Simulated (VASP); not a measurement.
A run of VASP 6.6.1:

File POSCAR:

```
AlGa3N4
1.0
    4.4653444522      0.0000000000      0.0000000000
    0.0000000000      4.4653444522      0.0000000000
    0.0000000000      0.0000000000      4.4653444522
Al Ga N
1 3 4
Direct
    0.0000000000      0.0000000000      0.0000000000
    0.4841645636      0.5158354364      0.0000000000
    0.4841645636      0.0158354364      0.5000000000
   -0.0158354364      0.5158354364      0.5000000000
    0.7553510553      0.7553510553      0.2446489447
    0.7553510553      0.2446489447      0.7553510553
    0.2446489447      0.7553510553      0.7553510553
    0.2446489447      0.2446489447      0.2446489447
```

Contents of INCAR.step1:

```
ALGO = Normal
EDIFF = 1E-4
ENCUT = 520
GGA = PE
ISMEAR = 0
LASPH = True
LCHARG = False
LREAL = False
LWAVE = True
NBANDS = 41
NELM = 60
PREC = Accurate
SIGMA = 0.05
```

INCAR.step2

```
ALGO = Normal
EDIFF = 1E-7
ENCUT = 520
ISIF = 2
ISMEAR = 0
ISTART = 1
LASPH = True
LCHARG = False
LMIXTAU = True
LREAL = False
LWAVE = False
METAGGA = R2SCAN
NBANDS = 41
NELM = 60
PREC = Accurate
SIGMA = 0.05
```

File KPOINTS:

```
k-points
0
Gamma
  6 6 6
```

Potentials or basis: VASP PAW PBE potentials, release 64 (Al, Ga_d, N).

The run is started by

```bash
$ cat potpaw_PBE.64/Al/POTCAR potpaw_PBE.64/Ga_d/POTCAR potpaw_PBE.64/N/POTCAR > POTCAR
$ cp INCAR.step1 INCAR
$ mpirun -np 1 vasp_std > vasp.out
$ cp INCAR.step2 INCAR
$ mpirun -np 1 vasp_std > vasp.out
```

Hardware: 1 thread of Intel(R) Xeon(R) Platinum 8275CL CPU @ 3.00GHz (Skylake/Cascade Lake) (shared host).

Problem. How long does it take, and how much memory?

Solution. It took 13 min on 1 thread of Intel(R) Xeon(R) Platinum 8275CL CPU @ 3.00GHz (Skylake/Cascade Lake) (shared host), peak memory 0.35 GiB. Counts: k points 68.
